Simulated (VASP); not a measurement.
Runs of VASP 6.6.1 on SiGe3. The structure is that of space group P4/mmm (No. 123), or close to it. The cells are those of the table. 

```csv
task,cell,k mesh,cutoff (eV),gap on the mesh (eV),pressure (GPa),largest force (eV/Å)
single point,"a = 2.956, b = 2.956, c = 8.361 Å, 4 atoms",6 × 6 × 2,520,none,1.3,(a)
relaxation of cell and atoms,"relaxed from a = 2.956, b = 2.956, c = 8.361 Å, 4 atoms",6 × 6 × 2,600,-,0.1,0.02
single point,"a = 2.925, b = 2.925, c = 8.617 Å, 4 atoms",16 × 16 × 6,520,none,0.0,-
single point,"a = 2.954, b = 2.954, c = 8.570 Å, 4 atoms",6 × 6 × 2,520,none,-0.2,-
```

Alike in all rows: level PBE; potentials or basis VASP PAW PBE potentials, release 64 (Si, Ge_d); no spin polarisation; smearing gaussian 0.1 eV.

Question: Estimate the missing entries.

Answer: (a) 0.53.

Caveats: some runs use coarse meshes; the bands computed are all filled at some k points, so no gap is given (some runs).

A k mesh can miss the band edges, and the runs leave out spin-orbit coupling on Ge.

A gap of «none» marks levels without a gap at the run's occupations.
